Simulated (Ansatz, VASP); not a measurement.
Two plane-wave programs on Sn

```
Sn
1.0
     0.00000    3.26445    3.26445
     3.26445    0.00000    3.26445
     3.26445    3.26445    0.00000
Sn
2
Cartesian
  3.2645 3.2645 3.2645
  4.8967 4.8967 4.8967
```

Alike in both runs: task single point; functional revPBE; k mesh 13 × 13 × 13; occupations fermi-dirac, width 0.1 eV; no spin polarisation.

```csv
,VASP,Ansatz
version,VASP 6.6.1,Ansatz 0.2.0
potentials or method,"VASP PAW PBE potentials, release 64 (Sn_d), cutoff 520 eV","plane waves (420 eV) with PAW, scalar-relativistic"
valence electrons in the cell,28,28
```

|  | VASP | Ansatz | Ansatz less VASP |
| --- | --- | --- | --- |
| pressure (GPa) | 3.3 | 3.3 | +0.04 |

VASP's potentials were made for PBE, not for revPBE.
